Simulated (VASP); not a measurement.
# H18CO9 in VASP: single point with PBE+D3(BJ)

Aim: the single point of H18CO9 with PBE+D3(BJ).

Everything below comes from runs of VASP 6.6.1. Logs are shortened: lines on timing, memory, paths and dates and some standing lists are left out, and cuts for length are marked.

## (1) The cell of the first run

The cell holds a disordered packing, 28 atoms: a = 6.918 Å, b = 6.918 Å, c = 6.918 Å, α = 90.00°, β = 90.00°, γ = 90.00°.

## (2) Single point, PBE+D3(BJ)

Input file INCAR:

```
SYSTEM = H18CO9
PREC = Accurate ; ENCUT = 910
EDIFF = 1E-6 ; ISMEAR = -1
SIGMA = 0.02 ; LREAL = Auto
LASPH = .TRUE. ; NELM = 120
ALGO = Normal ; ISIF = 2
LWAVE = .FALSE. ; LCHARG = .FALSE.
GGA = PE ; IVDW = 12
NBANDS = 58 ; GGA_COMPAT = .FALSE.
```

Input file KPOINTS:

```
Automatic mesh
0
G
  1 1 1
  0 0 0
```

Input file POSCAR:

```
H18CO9
1.0
    6.9180930000      0.0000000000      0.0000000000
    0.0000000000      6.9180930000      0.0000000000
    0.0000000000      0.0000000000      6.9180930000
O H C
9 18 1
Direct
    0.3497929270      0.7485299778      0.4816645281
    0.8734198861      0.6700690494      0.0701060249
    0.3240632932      0.1257571993      1.0095845777
    1.0131404709      0.3129186034      0.3596655899
    0.4962639271      0.7834673515      0.0849367015
    0.0617655761      0.8681294108      0.7995989646
    1.0294310874      0.9268594684      0.3678903999
    0.3689166942      0.4957435525      0.7742885214
    0.6037501953      0.2929564549      0.5438203852
    0.2186440685      0.7773384949      0.4461778701
    0.3537969206      0.6428361110      0.5773845480
    0.9326847731      0.7557140385      0.1586564390
    0.7340028531      0.7276427189      0.0698024730
    0.3385759631      0.2465997494      0.9444799311
    0.2200895536      0.0559980908      0.9320921242
    1.0369909742      0.4259555343      0.2814359391
    0.8905777936      0.3422619499      0.4167767042
    0.4541569476      0.7380502112      0.2200028245
    0.4411764918      0.9200512338      0.0510689868
    0.1822323001      0.7981823893      0.7699665211
    0.0043942745      0.7774974982      0.9030089650
    0.9990759014      0.8777563412      0.4883860335
    1.0122153605      1.0642961868      0.3640309548
    0.3921745487      0.5826750233      0.8830468165
    0.4923900271      0.4284851331      0.7339739434
    0.3423342242      0.1601597434      0.4655907343
    0.5884858732      0.0709154965      0.3655631689
    0.5082180884      0.1752216977      0.4546484125
```

Potentials or basis: VASP PAW PBE potentials, release 64 (O_h, H_h, C_h).

On the command line:

```sh
> cat potpaw_PBE.64/O_h/POTCAR potpaw_PBE.64/H_h/POTCAR potpaw_PBE.64/C_h/POTCAR > POTCAR
> mpirun -np 1 vasp_gam > vasp.out
```

OUTCAR:

```text
SYSTEM = H18CO9
   PREC = Accurate
   ENCUT = 910
   EDIFF = 1E-6
   ISMEAR = -1
   LREAL = Auto
   LASPH = .TRUE.
   NELM = 120
   ISIF = 2
   GGA = PE
   IVDW = 12
 IVDW          = 12

 ion  position               nearest neighbor table
   1  0.350  0.749  0.482-  10 0.96  11 0.99
   2  0.873  0.670  0.070-  12 0.95  13 1.04
   3  0.324  0.126  0.010-  14 0.95  15 1.02
   4  0.013  0.313  0.360-  17 0.96  16 0.97
   5  0.496  0.783  0.085-  18 1.03  19 1.05
   6  0.062  0.868  0.800-  20 0.99  21 1.03
   7  0.029  0.927  0.368-  22 0.92  23 0.96
   8  0.369  0.496  0.774-  24 0.98  25 1.01
   9  0.604  0.293  0.544-  28 1.22
  10  0.219  0.777  0.446-   1 0.96
  11  0.354  0.643  0.577-   1 0.99
  12  0.933  0.756  0.159-   2 0.95
  13  0.734  0.728  0.070-   2 1.04
  14  0.339  0.247  0.944-   3 0.95
[... 11 lines left out ...]
  26  0.342  0.160  0.466-  28 1.15
  27  0.588  0.071  0.366-  28 1.10
  28  0.508  0.175  0.455-  27 1.10  26 1.15   9 1.22

  LATTYP: Found a simple cubic cell.
 ALAT       =     6.9180930000

  Lattice vectors:

 A1 = (   6.9180930000,   0.0000000000,   0.0000000000)
 A2 = (   0.0000000000,   6.9180930000,   0.0000000000)
 A3 = (   0.0000000000,   0.0000000000,   6.9180930000)

Analysis of symmetry for initial positions (statically):
=====================================================================
 Subroutine PRICEL returns:
 Original cell was already a primitive cell.

 Routine SETGRP: Setting up the symmetry group for a
 simple cubic supercell.

 Subroutine GETGRP returns: Found  1 space group operations
 (whereof  1 operations were pure point group operations)
 out of a pool of 48 trial point group operations.

The static configuration has the point symmetry C_1 .

Analysis of symmetry for dynamics (positions and initial velocities):
=====================================================================
 Subroutine PRICEL returns:
 Original cell was already a primitive cell.

 Routine SETGRP: Setting up the symmetry group for a
 simple cubic supercell.

 Subroutine GETGRP returns: Found  1 space group operations
 (whereof  1 operations were pure point group operations)
 out of a pool of 48 trial point group operations.

[... 127 lines left out ...]
   NELM   =    120;   NELMIN=  2; NELMDL= -5     # of ELM steps
   EDIFF  = 0.1E-05   stopping-criterion for ELM
   LREAL  =      T    real-space projection
   EDIFFG = 0.1E-04   stopping-criterion for IOM
   NSW    =      0    number of steps for IOM
   IBRION =     -1    ionic relax: 0-MD 1-quasi-New 2-CG
   NFREE  =      0    steps in history (QN), initial steepest desc. (CG)
   ISIF   =      2    stress and relaxation
   ISYM   =      2    0-nonsym 1-usesym 2-fastsym
   POTIM  = 0.5000    time-step for ionic-motion
   TEBEG  =    0.0;   TEEND  =   0.0 temperature during run
   PSTRESS=    0.0 pullay stress
   NELECT =      76.0000    total number of electrons
   NUPDOWN=      -1.0000    fix difference up-down
   EMIN   =  10.00;   EMAX   =-10.00  energy-range for DOS
   EFERMI =   0.00;   METHOD = LEGACY
   ISMEAR =    -1;   SIGMA  =   0.02  broadening in eV -4-tet -1-fermi 0-gaus
   EFERMI_NEDOS =   21; number of points for ismear=-14 and -15
   IALGO  =     38    algorithm
   IMIX   =      4    mixing-type and parameters
     AMIX     =   0.40;   BMIX     =  1.00
     AMIX_MAG =   1.60;   BMIX_MAG =  1.00
  volume/ion in A,a.u.               =      11.83        79.80
  Fermi-wavevector in a.u.,A,eV,Ry     =   1.002366  1.894197 13.670283  1.004737
  Thomas-Fermi vector in A             =   2.134848
   LORBIT       =      0    0 simple, 1 ext, 2 COOP (PROOUT), +10 PAW based schemes
   GGA     = PE    functional components
   LHFCALC =     F    Hartree Fock is set to
   AEXX    =    0.0000 exact exchange contribution
   IVDW    =    12    specifies the selected vdW correction
   LEPSILON=     F    determine dielectric tensor
   LRPA    =     F    only Hartree local field effects (RPA)
 non-spin polarized calculation
  energy-cutoff  :      910.00
  volume of cell :      331.10
 maximum number of plane-waves:     10240
 NGX is ok and might be reduce to    70
   NGX = 35   NGY = 35   NGZ = 35

 number of electron      75.9999994 magnetization

 Free energy of the ion-electron system (eV)
  ---------------------------------------------------
  ext. energy  EPLUGINS =         0.00000000
  ---------------------------------------------------
  free energy    TOTEN  =      -139.29674868 eV

  energy without entropy =     -139.29674868  energy(sigma->0) =     -139.29674868

 E-fermi :  -3.2306     XC(G=0):  -6.2395

 val. band max:       -3.7051685290   @ k =   0.0000   0.0000   0.0000
 cond. band min:       0.1795711476   @ k =   0.0000   0.0000   0.0000
 fundamental gap:      3.8847396766
 Fermi energy:        -3.2306027390

 k-point     1 :       0.0000    0.0000    0.0000
  band No.  band energies     occupation
      1     -24.1385      2.00000
      2     -22.8697      2.00000
      3     -22.5551      2.00000
      4     -22.4394      2.00000
      5     -22.2351      2.00000
      6     -22.0723      2.00000
[... 42 lines left out ...]
     49       6.0726      0.00000
     50       6.2839      0.00000
 [bands above 50 left out]

------------------------ aborting loop because EDIFF is reached ----------------------------------------

 Edisp (eV)   -0.87047

 E8    (eV) :    -0.1820

  FORCE on cell =-STRESS in cart. coord.  units (eV):
  Direction    XX          YY          ZZ          XY          YZ          ZX
  --------------------------------------------------------------------------------------
  -------------------------------------------------------------------------------------
  Total      -2.27759    -0.39793     0.28360     0.38169     0.62279    -0.63642
  in kB     -11.02117    -1.92557     1.37231     1.84697     3.01367    -3.07963
  external pressure =       -3.86 kB  Pullay stress =        0.00 kB

 VOLUME and BASIS-vectors are now :
 -----------------------------------------------------------------------------
  energy-cutoff  :      910.00
  volume of cell :      331.10
      direct lattice vectors                 reciprocal lattice vectors
     6.918093000  0.000000000  0.000000000     0.144548505  0.000000000  0.000000000
     0.000000000  6.918093000  0.000000000     0.000000000  0.144548505  0.000000000
     0.000000000  0.000000000  6.918093000     0.000000000  0.000000000  0.144548505

 POSITION                                       TOTAL-FORCE (eV/Angst)
 -----------------------------------------------------------------------------------
      2.41990      5.17840      3.33220         1.282115     -0.224080     -0.233735
      6.04240      4.63560      0.48500        -1.846759     -0.275247     -0.901950
      2.24190      0.87000      0.06631        -1.107620     -1.720967     -0.207565
      0.09091      2.16480      2.48820         0.506535     -0.013752      0.011487
      3.43320      5.42010      0.58760        -0.674257      0.236920      0.588218
      0.42730      6.00580      5.53170         0.684617     -0.924318      0.615656
[... 20 lines left out ...]
      4.07120      0.49060      2.52900        -0.282738     -0.255627     -0.429807
      3.51590      1.21220      3.14530        -0.830219     -0.573414      0.158469
 -----------------------------------------------------------------------------------
    total drift:                                0.004279      0.003335     -0.002918

  FREE ENERGIE OF THE ION-ELECTRON SYSTEM (eV)
  ---------------------------------------------------
  free  energy   TOTEN  =      -140.1672143296 eV

  energy  without entropy=     -140.1672143295  energy(sigma->0) =     -140.16721433
```

OSZICAR:

```text
N       E                     dE             d eps       ncg     rms          rms(c)
DAV:   1     0.951478816066E+03    0.95148E+03   -0.50155E+04   116   0.181E+03
DAV:   2     0.620852887044E+02   -0.88939E+03   -0.83164E+03   158   0.337E+02
DAV:   3    -0.145153526735E+03   -0.20724E+03   -0.20501E+03   160   0.166E+02
DAV:   4    -0.152326534931E+03   -0.71730E+01   -0.71349E+01   144   0.339E+01
DAV:   5    -0.152523158330E+03   -0.19662E+00   -0.19638E+00   152   0.542E+00    0.230E+01
DAV:   6    -0.139893498282E+03    0.12630E+02   -0.38261E+01   144   0.245E+01    0.887E+00
DAV:   7    -0.139502988102E+03    0.39051E+00   -0.20452E+00   144   0.586E+00    0.540E+00
DAV:   8    -0.139292271645E+03    0.21072E+00   -0.44801E-01   152   0.348E+00    0.686E-01
DAV:   9    -0.139292400913E+03   -0.12927E-03   -0.32284E-02   152   0.874E-01    0.325E-01
DAV:  10    -0.139296577697E+03   -0.41768E-02   -0.10040E-02   136   0.466E-01    0.167E-01
DAV:  11    -0.139296987903E+03   -0.41021E-03   -0.15100E-03   136   0.226E-01    0.675E-02
DAV:  12    -0.139296815480E+03    0.17242E-03   -0.68786E-04   144   0.153E-01    0.304E-02
DAV:  13    -0.139296768509E+03    0.46971E-04   -0.78362E-05   144   0.575E-02    0.116E-02
DAV:  14    -0.139296752837E+03    0.15672E-04   -0.38456E-05   144   0.288E-02    0.116E-02
DAV:  15    -0.139296749472E+03    0.33652E-05   -0.88009E-06   160   0.201E-02    0.486E-03
DAV:  16    -0.139296748684E+03    0.78778E-06   -0.57511E-06   136   0.116E-02
   1 F= -.14016721E+03 E0= -.14016721E+03  d E =-.489991E-10
```

Run time: 92 s. Hardware: 1 thread of Intel Xeon Platinum 8259CL at 2.50GHz (Skylake/Cascade Lake), shared host; peak memory 0.66 GiB.

Results:

```yaml
Free_energy: -140.1672 eV
Pressure: -0.4 GPa
Largest_force: 2.994 eV/Å
Dispersion_energy_per_atom: -0.031 eV
```

Forces in eV/Å, atoms in the order of the input:
```
O    1.282 -0.224 -0.234
O   -1.847 -0.275 -0.902
O   -1.108 -1.721 -0.208
O    0.507 -0.014  0.011
O   -0.674  0.237  0.588
O    0.685 -0.924  0.616
O    0.407 -0.942 -2.789
O    0.401 -0.760 -0.028
O    0.166  0.432  0.242
H   -0.400  0.288 -0.317
H   -0.159 -0.126  0.010
H    0.878  1.143  1.550
H    1.025 -0.774 -0.188
H    0.195  1.014 -0.619
H    0.518  0.545  0.629
H    0.120  0.030 -0.511
H   -0.970  0.073  0.621
H    0.168  1.109 -1.268
H    0.602 -1.327  0.848
H   -0.355  0.409 -0.233
H   -0.338  0.658 -0.725
H   -1.096 -0.319  2.768
H    0.088  1.207  0.040
H    0.622  0.123  0.282
H   -0.816  0.660  0.148
H    1.212  0.308 -0.058
H   -0.283 -0.256 -0.430
C   -0.830 -0.573  0.158
```

Stress tensor (GPa, compression positive):
```
-1.10  0.18 -0.31
 0.18 -0.19  0.30
-0.31  0.30  0.14
```

Caveat: the k points lie up to 0.91 Å⁻¹ apart, too coarse for converged energies, forces and pressures.
